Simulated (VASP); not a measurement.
Runs of VASP 6.6.1 on Al. The structure is that of space group Fm-3m (No. 225), or close to it. The cells are those of the table. 

```tsv
task	cell	k mesh	cutoff (eV)	gap on the mesh (eV)	pressure (GPa)	relaxed volume (Å³/atom)
relaxation of cell and atoms	relaxed from a = 2.842 Å, angles 60.0°, 1 atom	24 × 24 × 24	600	none	0.0	(a)
relaxation of cell and atoms	relaxed from a = 2.837 Å, angles 60.0°, 1 atom	8 × 8 × 8	500	none	0.4	-
single point	a = 2.838 Å, angles 60.0°, 1 atom	24 × 24 × 24	520	none	0.1	-
single point	a = 2.837 Å, angles 60.0°, 1 atom	8 × 8 × 8	500	none	0.4	-
relaxation of cell and atoms	relaxed from a = 2.841 Å, angles 121.5, 118.7, 89.8°, 1 atom	28 × 28 × 28	600	none	0.0	16.19
```

Alike in all rows: level PBEsol; potentials or basis VASP PAW PBE potentials, release 64 (Al); no spin polarisation; smearing gaussian 0.1 eV.

Task: Estimate the missing entries.

Result: (a) 16.17.

Caveats: the PAW data sets were made with another functional, which shifts forces and pressure a little; the relaxation stopped at its first step, so nothing moved (some runs).

A gap of «none» marks levels without a gap at the run's occupations.
